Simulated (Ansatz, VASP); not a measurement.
**One calculation of AlN, two programs**

```
CELL_PARAMETERS angstrom
3.11375 0.00000 0.00000
-1.55688 2.69659 0.00000
0.00000 0.00000 4.98330
ATOMIC_POSITIONS crystal
Al 0.33333 0.66667 0.99998
Al 0.66667 0.33333 0.49998
N 0.33333 0.66667 0.38202
N 0.66667 0.33333 0.88202
```

Alike in both runs: task single point; functional PBE0; k mesh 4 × 4 × 3; no spin polarisation.

|  | VASP | Ansatz |
| --- | --- | --- |
| version | VASP 6.6.1 | Ansatz 0.2.0 |
| potentials or method | VASP PAW PBE potentials, release 64 (Al, N) | scalar-relativistic, plane waves, PAW |
| plane-wave cutoff (eV) | 520 | 420 |
| occupations | gaussian, width 0.01 eV | fixed |
| valence electrons in the cell | 16 | 16 |

```tsv
	VASP	Ansatz	Ansatz less VASP
gap on the k mesh at the Fermi level (eV)	6.30	6.28	-0.022
least direct gap on the mesh (eV)	6.30	6.28	-0.022
```

Ansatz's warnings: structure snapped to symmetry.

The k mesh is coarse, so the values compare programs but aren't converged.
